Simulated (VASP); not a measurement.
# ZrSi2 (I4/mmm) in VASP: a series of runs

The runs below take ZrSi2 through relaxation of shape and atoms at fixed volume, with PBE.

Program: VASP 6.6.1. These are calculated values, not measurements. Logs are shortened: lines on timing, memory, paths and dates and some standing lists are left out, and cuts for length are marked.

## 1. The cell of the first run

The structure is tetragonal, space group I4/mmm (No. 139). Conventional cell: a = 3.221 Å, b = 3.221 Å, c = 9.029 Å, α = 90.00°, β = 90.00°, γ = 90.00°. Zr (site symmetry 4/mmm) has 10 Si at 2.80 to 2.85 Å and 4 Zr at 3.22 Å within 3.7 Å. Within 3.5 Å of Si (site symmetry 4mm) lie 9 Si at 2.52 to 3.43 Å and 5 Zr at 2.80 to 2.85 Å.

## 2. Relaxation of shape and atoms at fixed volume, PBE (15.61 Å³/atom)

INCAR reads:

```
PREC = Accurate
ENCUT = 600
EDIFF = 1E-6
ISMEAR = 0
SIGMA = 0.05
LREAL = False
LASPH = True
NELM = 100
ALGO = Normal
ISIF = 4
LWAVE = False
LCHARG = False
GGA = PE
IBRION = 2
NSW = 60
EDIFFG = -0.01
```

KPOINTS reads:

```
Automatic mesh
0
Gamma
  14 14 14
```

POSCAR reads:

```
ZrSi2
1.0
   -1.6104714341      1.6104714341      4.5145439165
    1.6104714341     -1.6104714341      4.5145439165
    1.6104714341      1.6104714341     -4.5145439165
Zr Si
1 2
Direct
    0.0000000000      0.0000000000      0.0000000000
    0.3103226723      0.3103226723      0.0000000000
    0.6896773277      0.6896773277      0.0000000000
```

Potentials or basis: VASP PAW PBE potentials, release 64 (Zr_sv, Si).

The run is started by

```bash
$ cat potpaw_PBE.64/Zr_sv/POTCAR potpaw_PBE.64/Si/POTCAR > POTCAR
$ mpirun -np 1 vasp_std > vasp.out
```

OUTCAR:

```text
PREC = Accurate
   ENCUT = 600
   EDIFF = 1E-6
   ISMEAR = 0
   LREAL = False
   LASPH = True
   NELM = 100
   ISIF = 4
   GGA = PE
   IBRION = 2
   NSW = 60
   EDIFFG = -0.01

 ion  position               nearest neighbor table
   1  0.000  0.000  0.000-   2 2.80   3 2.80   3 2.85   2 2.85   3 2.85   3 2.85   3 2.85   2 2.85
                             2 2.85   2 2.85
   2  0.310  0.310  0.000-   3 2.52   3 2.52   3 2.52   3 2.52   1 2.80   1 2.85   1 2.85   1 2.85
                             1 2.85
   3  0.690  0.690  0.000-   2 2.52   2 2.52   2 2.52   2 2.52   1 2.80   1 2.85   1 2.85   1 2.85
                             1 2.85

  LATTYP: Found a body centered tetragonal cell.
 ALAT       =     3.2209428682
 C/A-ratio  =     2.8032437092

  Lattice vectors:

 A1 = (  -1.6104714341,   1.6104714341,   4.5145439165)
 A2 = (   1.6104714341,  -1.6104714341,   4.5145439165)
 A3 = (   1.6104714341,   1.6104714341,  -4.5145439165)

Analysis of symmetry for initial positions (statically):
=====================================================================
 Subroutine PRICEL returns:
 Original cell was already a primitive cell.

 Routine SETGRP: Setting up the symmetry group for a
 body centered tetragonal supercell.

 Subroutine GETGRP returns: Found 16 space group operations
 (whereof 16 operations were pure point group operations)
 out of a pool of 16 trial point group operations.

The static configuration has the point symmetry D_4h.

Analysis of symmetry for dynamics (positions and initial velocities):
=====================================================================
 Subroutine PRICEL returns:
 Original cell was already a primitive cell.

 Routine SETGRP: Setting up the symmetry group for a
 body centered tetragonal supercell.

 Subroutine GETGRP returns: Found 16 space group operations
 (whereof 16 operations were pure point group operations)
 out of a pool of 16 trial point group operations.

The dynamic configuration has the point symmetry D_4h.

 Subroutine INISYM returns: Found 16 space group operations
 (whereof 16 operations are pure point group operations),
 and found     1 'primitive' translations

----------------------------------------------------------------------------------------

                                     Primitive cell

  volume of cell :      46.8360

  direct lattice vectors                    reciprocal lattice vectors
    -1.610471434  1.610471434  4.514543917     0.000000000  0.310468096  0.110753159
     1.610471434 -1.610471434  4.514543917     0.310468096  0.000000000  0.110753159
     1.610471434  1.610471434 -4.514543917     0.310468096  0.310468096  0.000000000

  length of vectors
     5.056514932  5.056514932  5.056514932     0.329631159  0.329631159  0.439068192

  position of ions in fractional coordinates (direct lattice)
     0.000000000  0.000000000  0.000000000
     0.310322672  0.310322672  0.000000000
     0.689677328  0.689677328  0.000000000

  ion indices of the primitive-cell ions
   primitive index   ion index
                 1           1
                 2           2
                 3           3

----------------------------------------------------------------------------------------

 KPOINTS: Automatic mesh

Automatic generation of k-mesh.
 Grid dimensions read from file:
 generate k-points for:   14   14   14

 Generating k-lattice:

  Cartesian coordinates                     Fractional coordinates (reciprocal lattice)
     0.000000000  0.022176293  0.007910940     0.071428571  0.000000000  0.000000000
     0.022176293  0.000000000  0.007910940     0.000000000  0.071428571  0.000000000
     0.022176293  0.022176293  0.000000000     0.000000000  0.000000000  0.071428571

  Length of vectors
     0.023545083  0.023545083  0.031362014

  Shift w.r.t. Gamma in fractional coordinates (k-lattice)
     0.000000000  0.000000000  0.000000000
[... 70 lines left out ...]
     AMIX     =   0.40;   BMIX     =  1.00
     AMIX_MAG =   1.60;   BMIX_MAG =  1.00
  volume/ion in A,a.u.               =      15.61       105.36
  Fermi-wavevector in a.u.,A,eV,Ry     =   1.232797  2.329648 20.677973  1.519788
  Thomas-Fermi vector in A             =   2.367553
   LORBIT       =      0    0 simple, 1 ext, 2 COOP (PROOUT), +10 PAW based schemes
   GGA     = PE    functional components
   LHFCALC =     F    Hartree Fock is set to
   AEXX    =    0.0000 exact exchange contribution
   IVDW    =     0    specifies the selected vdW correction
   LEPSILON=     F    determine dielectric tensor
   LRPA    =     F    only Hartree local field effects (RPA)
 conjugate gradient relaxation of ions
 non-spin polarized calculation
 Gauss-broadening in eV      SIGMA  =   0.05
  energy-cutoff  :      600.00
  volume of cell :       46.84
 maximum number of plane-waves:      1586
   NGX = 21   NGY = 21   NGZ = 21

--------------------------------------- Ionic step        1  -------------------------------------------

 number of electron      20.0000000 magnetization

 Free energy of the ion-electron system (eV)
  ---------------------------------------------------
  ext. energy  EPLUGINS =         0.00000000
  ---------------------------------------------------
  free energy    TOTEN  =       -20.47414629 eV

  energy without entropy =      -20.47149653  energy(sigma->0) =      -20.47282141

------------------------ aborting loop because EDIFF is reached ----------------------------------------

  FORCE on cell =-STRESS in cart. coord.  units (eV):
  Direction    XX          YY          ZZ          XY          YZ          ZX
  --------------------------------------------------------------------------------------
  -------------------------------------------------------------------------------------
  Total        2.3664318      2.3664318      2.4810639      0.0000000      0.0000000     -0.0000000
  in kB       80.9514545     80.9514545     84.8728159      0.0000000      0.0000000     -0.0000000
  external PRESSURE =      82.2585749 kB  Pullay stress =       0.0000000 kB

 VOLUME and BASIS-vectors are now :
 -----------------------------------------------------------------------------
  energy-cutoff  :      600.00
  volume of cell :       46.84
      direct lattice vectors                 reciprocal lattice vectors
    -1.610471434  1.610471434  4.514543917     0.000000000  0.310468096  0.110753159
     1.610471434 -1.610471434  4.514543917     0.310468096  0.000000000  0.110753159
     1.610471434  1.610471434 -4.514543917     0.310468096  0.310468096  0.000000000

 POSITION                                       TOTAL-FORCE (eV/Angst)
 -----------------------------------------------------------------------------------
      0.00000      0.00000      0.00000         0.000000      0.000000     -0.000000
      0.00000      0.00000      2.80193         0.000000      0.000000      0.013400
      0.00000      0.00000      6.22716        -0.000000     -0.000000     -0.013400
 -----------------------------------------------------------------------------------
    total drift:                               -0.000000      0.000000      0.000000

  FREE ENERGIE OF THE ION-ELECTRON SYSTEM (eV)
  ---------------------------------------------------
  free  energy   TOTEN  =       -20.4741462919 eV

  energy  without entropy=      -20.4714965343  energy(sigma->0) =      -20.47282141

--------------------------------------- Ionic step        2  -------------------------------------------

 number of electron      20.0000000 magnetization

 Free energy of the ion-electron system (eV)
  ---------------------------------------------------
  ext. energy  EPLUGINS =         0.00000000
  ---------------------------------------------------
  free energy    TOTEN  =       -20.47423236 eV

  energy without entropy =      -20.47156901  energy(sigma->0) =      -20.47290068

 E-fermi :  10.5189     XC(G=0): -11.6210

 val. band max:       10.5154636873   @ k =  -0.2857   0.5000   0.2857
 cond. band min:      10.5226829532   @ k =  -0.3571   0.2143   0.0714
 fundamental gap:      0.0072192660
 Fermi energy:        10.5189471641

 k-point     1 :       0.0000    0.0000    0.0000
  band No.  band energies     occupation
      1     -37.6963      2.00000
      2     -15.8881      2.00000
      3     -15.5497      2.00000
      4     -15.5497      2.00000
      5      -2.0277      2.00000
      6       6.0550      2.00000
      7       6.2283      2.00000
      8       9.2967      2.00000
      9       9.2967      2.00000
     10       9.4876      2.00000
     11      13.4639      0.00000
     12      13.5998      0.00000
     13      14.4746      0.00000
     14      15.3592      0.00000
[... 377 lines left out ...]
      1     -37.6580      2.00000
      2     -15.8814      2.00000
      3     -15.8393      2.00000
      4     -15.6214      2.00000
      5      -0.3318      2.00000
      6       4.4628      2.00000
      7       6.2573      2.00000
      8       8.1347      2.00000
      9       8.8880      2.00000
     10       9.9515      2.00000
     11      11.3616      0.00000
     12      13.5166      0.00000
     13      14.2248      0.00000
     14      15.3697      0.00000

 [... further k-points ...]

------------------------ aborting loop because EDIFF is reached ----------------------------------------

  FORCE on cell =-STRESS in cart. coord.  units (eV):
  Direction    XX          YY          ZZ          XY          YZ          ZX
  --------------------------------------------------------------------------------------
  -------------------------------------------------------------------------------------
  Total        2.3951573      2.3951573      2.4036301      0.0000000      0.0000000      0.0000000
  in kB       81.9341004     81.9341004     82.2239406      0.0000000      0.0000000      0.0000000
  external PRESSURE =      82.0307138 kB  Pullay stress =       0.0000000 kB

 VOLUME and BASIS-vectors are now :
 -----------------------------------------------------------------------------
  energy-cutoff  :      600.00
  volume of cell :       46.84
      direct lattice vectors                 reciprocal lattice vectors
    -1.609482468  1.609482468  4.520093652     0.000000000  0.310658867  0.110617177
     1.609482468 -1.609482468  4.520093652     0.310658867  0.000000000  0.110617177
     1.609482468  1.609482468 -4.520093652     0.310658867  0.310658867  0.000000000

 POSITION                                       TOTAL-FORCE (eV/Angst)
 -----------------------------------------------------------------------------------
      0.00000      0.00000     -0.00000         0.000000      0.000000      0.000000
      0.00000      0.00000      2.80602        -0.000000     -0.000000      0.003719
      1.60948      1.60948      1.71407        -0.000000     -0.000000     -0.003719
 -----------------------------------------------------------------------------------
    total drift:                               -0.000000      0.000000      0.000000

  FREE ENERGIE OF THE ION-ELECTRON SYSTEM (eV)
  ---------------------------------------------------
  free  energy   TOTEN  =       -20.4742323570 eV

  energy  without entropy=      -20.4715690120  energy(sigma->0) =      -20.47290068

 reached required accuracy - stopping structural energy minimisation
```

Wall time 3.7 min (1 thread of Intel Xeon Platinum 8559C (Emerald Rapids), shared host); peak memory 0.39 GiB.

Results:

```yaml
Free_energy: -20.4742 eV
Energy_gained_by_relaxing: 0.0 meV/atom
Ionic_steps: 2
Pressure_after_relaxing: 8.2 GPa
Largest_force_after_relaxing: 0.004 eV/Å
Band_gap_on_the_k_mesh: zero (bands 10 and 11 overlap by 1.65 eV)
```

Forces on the atoms (eV/Å):
```
Zr   0.000  0.000  0.000
Si   0.000  0.000  0.004
Si   0.000  0.000 -0.004
```

Final structure:
```xyz
3
Lattice="-1.6095 1.6095 4.5201 1.6095 -1.6095 4.5201 1.6095 1.6095 -4.5201" Properties=species:S:1:pos:R:3 pbc="T T T"
Zr    0.0000    0.0000    0.0000
Si    0.0000    0.0000    2.8060
Si    1.6095    1.6095    1.7141
```

## 3. Relaxation of shape and atoms at fixed volume, PBE (15.86 Å³/atom)

This run uses another cell than the first one, of 15.86 Å³/atom.

INCAR reads:

```
PREC = Accurate ; ENCUT = 600
EDIFF = 1E-6 ; ISMEAR = 0
SIGMA = 0.05 ; LREAL = F
LASPH = T ; NELM = 60
ALGO = Normal ; ISIF = 4
LWAVE = F ; LCHARG = F
GGA = PE ; IBRION = 2
NSW = 60 ; EDIFFG = -0.01
```

KPOINTS is that of step 2.

POSCAR reads:

```
ZrSi2
1.0
   -1.6201982160      1.6201982160      4.5313025355
    1.6201982160     -1.6201982160      4.5313025355
    1.6201982160      1.6201982160     -4.5313025355
Zr Si
1 2
Direct
    0.0000000000      0.0000000000      0.0000000000
    0.3101732235      0.3101732235      0.0000000000
    0.6898267765      0.6898267765      0.0000000000
```

Potentials or basis: VASP PAW PBE potentials, release 64 (Zr_sv, Si).

The run is started by

```bash
$ cat potpaw_PBE.64/Zr_sv/POTCAR potpaw_PBE.64/Si/POTCAR > POTCAR
$ mpirun -np 1 vasp_std > vasp.out
```

It took 5.1 min on 1 thread of Intel Xeon Platinum 8559C (Emerald Rapids), shared host; peak memory 0.41 GiB.

Results (log left out):

```yaml
Free_energy: -20.5066 eV
Energy_gained_by_relaxing: 0.0 meV/atom
Ionic_steps: 2
Pressure_after_relaxing: 5.7 GPa
Largest_force_after_relaxing: 0.005 eV/Å
Band_gap_on_the_k_mesh: zero (bands 10 and 11 overlap by 1.61 eV)
```

Forces in eV/Å, atoms in the order of the input:
```
Zr   0.000  0.000  0.000
Si   0.000  0.000  0.005
Si   0.000  0.000 -0.005
```

The path:
```csv
step,energy change (eV),largest force (eV/Å),pressure (GPa),volume (Å³)
1,0.0000,0.0171,5.77,47.58
2,-0.0001,0.0046,5.73,47.58
```

Final structure:
```cif
data_structure
_symmetry_space_group_name_H-M 'P 1'
_symmetry_Int_Tables_number 1
_cell_length_a 5.0833
_cell_length_b 5.0833
_cell_length_c 5.0833
_cell_angle_alpha 142.858
_cell_angle_beta 142.858
_cell_angle_gamma 53.538
_cell_volume 47.58
loop_
_atom_site_label
_atom_site_type_symbol
_atom_site_fract_x
_atom_site_fract_y
_atom_site_fract_z
_atom_site_occupancy
Zr1 Zr 0.00000 0.00000 0.00000 1
Si1 Si 0.31026 0.31026 0.00000 1
Si2 Si 0.68974 0.68974 0.00000 1
```

Levels at points of the mesh, in eV from the Fermi level:
| k point | band 6 | band 7 | band 8 | band 9 | band 10 | band 11 | band 12 | band 13 | band 14 |
| --- | --- | --- | --- | --- | --- | --- | --- | --- | --- |
| (0.00, 0.00, 0.00) | -4.40 | -4.28 | -1.22 | -1.22 | -0.99 | 2.83 | 3.12 | 3.88 | 4.77 |
| (0.50, 0.00, 0.00) | -8.60 | -3.78 | -3.11 | -1.02 | 0.30 | 2.06 | 2.94 | 4.08 | 4.12 |
| (0.50, 0.50, 0.00) | -5.89 | -5.41 | -5.11 | -3.35 | -1.76 | 0.70 | 1.32 | 3.37 | 3.77 |
| (0.50, 0.50, 0.50) | -7.75 | -1.42 | -1.22 | -0.10 | -0.10 | 1.65 | 1.65 | 2.23 | 4.07 |

## 4. Relaxation of shape and atoms at fixed volume, PBE (16.19 Å³/atom)

This run uses another cell than the first one, of 16.19 Å³/atom.

INCAR reads:

```
  PREC = Accurate
  ENCUT = 600
  EDIFF = 1E-6
  ISMEAR = 0
  SIGMA = 0.05
  LREAL = False
  LASPH = True
  NELM = 60
  ALGO = Normal
  ISIF = 4
  LWAVE = False
  LCHARG = False
  GGA = PE
  IBRION = 2
  NSW = 60
  EDIFFG = -0.01
```

KPOINTS reads:

```
regular mesh
0
Gamma
  14 14 14
```

POSCAR reads:

```
ZrSi2
1.0
   -1.6328259483      1.6328259483      4.5544340136
    1.6328259483     -1.6328259483      4.5544340136
    1.6328259483      1.6328259483     -4.5544340136
Zr Si
1 2
Direct
    0.0000000000      0.0000000000      0.0000000000
    0.3100427431      0.3100427431      0.0000000000
    0.6899572569      0.6899572569      0.0000000000
```

The run is started by

```bash
$ cat potpaw_PBE.64/Zr_sv/POTCAR potpaw_PBE.64/Si/POTCAR > POTCAR
$ mpirun -np 1 vasp_std > vasp.out
```

It took 6 min on 1 thread of Intel Xeon Platinum 8559C (Emerald Rapids), shared host; peak memory 0.41 GiB.

The run converged. Its results:

| Item | Value |
| --- | --- |
| Free energy | -20.5328 eV |
| Energy gained by relaxing | 0.1 meV/atom |
| Ionic steps | 2 |
| Pressure after relaxing | 2.7 GPa |
| Largest force after relaxing | 0.003 eV/Å |
| Band gap on the k mesh | zero (bands 10 and 11 overlap by 1.55 eV) |

Forces on the atoms (eV/Å):
```
Zr   0.000  0.000  0.000
Si   0.000  0.000  0.003
Si   0.000  0.000 -0.003
```

The path:
```tsv
step	energy change (eV)	largest force (eV/Å)	pressure (GPa)	volume (Å³)
1	0.0000	0.0157	2.77	48.57
2	-0.0002	0.0034	2.73	48.57
```

Final structure:
```
Zr Si
1.0
    -1.63137    1.63137    4.56259
     1.63137   -1.63137    4.56259
     1.63137    1.63137   -4.56259
Zr Si
1 2
Direct
  0.00000 0.00000 0.00000
  0.31013 0.31013 0.00000
  0.68987 0.68987 0.00000
```

Levels at points of the mesh, in eV from the Fermi level:
```csv
k point,band 6,band 7,band 8,band 9,band 10,band 11,band 12,band 13,band 14
"(0.00, 0.00, 0.00)",-4.31,-4.27,-1.21,-1.21,-0.94,2.68,3.17,3.79,4.69
"(0.50, 0.00, 0.00)",-8.53,-3.71,-3.09,-0.98,0.29,2.03,2.88,4.01,4.09
"(0.50, 0.50, 0.00)",-5.78,-5.43,-5.03,-3.29,-1.69,0.67,1.29,3.34,3.67
"(0.50, 0.50, 0.50)",-7.67,-1.36,-1.18,-0.13,-0.13,1.63,1.63,2.21,3.90
```

## 5. Summary

```tsv
cell	gap on the mesh (eV)	pressure (GPa)
relaxed from a = 5.057 Å, angles 142.9, 142.9, 53.5°, 3 atoms	none	8.2
relaxed from a = 5.078 Å, angles 142.8, 142.8, 53.6°, 3 atoms	none	5.7
relaxed from a = 5.106 Å, angles 142.7, 142.7, 53.8°, 3 atoms	none	2.7
```

Alike in all rows: task relaxation of shape and atoms at fixed volume; level PBE; potentials or basis VASP PAW PBE potentials, release 64 (Zr_sv, Si); no spin polarisation; k mesh 14 × 14 × 14; cutoff (eV) 600; smearing gaussian 0.05 eV.

Total energies depend on the potentials used, so only differences within one code and one set of settings carry meaning.
